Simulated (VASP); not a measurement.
Wanted: the native input for a VASP 6.6.1 run.

```yaml
Task: single point
Functional: PBE
Potentials_or_basis: VASP PAW PBE potentials, release 64 (Be, S)
Cutoff: 600 eV
k_mesh: 7 × 7 × 7
Occupations: fermi-dirac, width 0.02 eV
Spin: no spin polarisation
Dipole_correction: no
Further_INCAR_settings: ALGO = Normal; EDIFF = 1e-06; NBANDS = 11
```

The structure of BeS lies in POSCAR:

```
BeS
1.0
    0.0000000000      2.4814154621      2.3159877647
    2.4814154621      0.0000000000      2.3159877647
    2.4814154621      2.4814154621      0.0000000000
Be S
1 1
Direct
    0.0000000000      0.0000000000      0.0000000000
    0.2500000000      0.2500000000      0.2500000000
```

One way to write it, as run:

INCAR

```
ALGO = Normal
EDIFF = 1E-6
ENCUT = 600
GGA = PE
GGA_COMPAT = F
ISIF = 2
ISMEAR = -1
LASPH = T
LCHARG = T
LELF = T
LREAL = F
LVHAR = T
LWAVE = F
NBANDS = 11
NELM = 120
PREC = Accurate
SIGMA = 0.02
```

KPOINTS

```
k-points
0
Gamma
  7 7 7
```

Potentials or basis: VASP PAW PBE potentials, release 64 (Be, S).

Run with:

```bash
$ cat potpaw_PBE.64/Be/POTCAR potpaw_PBE.64/S/POTCAR > POTCAR
$ mpirun -np 1 vasp_std > vasp.out
```

It gave:

- Pressure: 1.5 GPa
- Band gap on the k mesh: 2.76 eV (least direct gap 5.43 eV)

Caveat: an odd mesh through Γ misses points on the zone boundary, where band edges can lie.

Wall time 26 s on 1 thread of Intel Xeon 8259CL, on a shared host, peak memory 0.15 GiB.
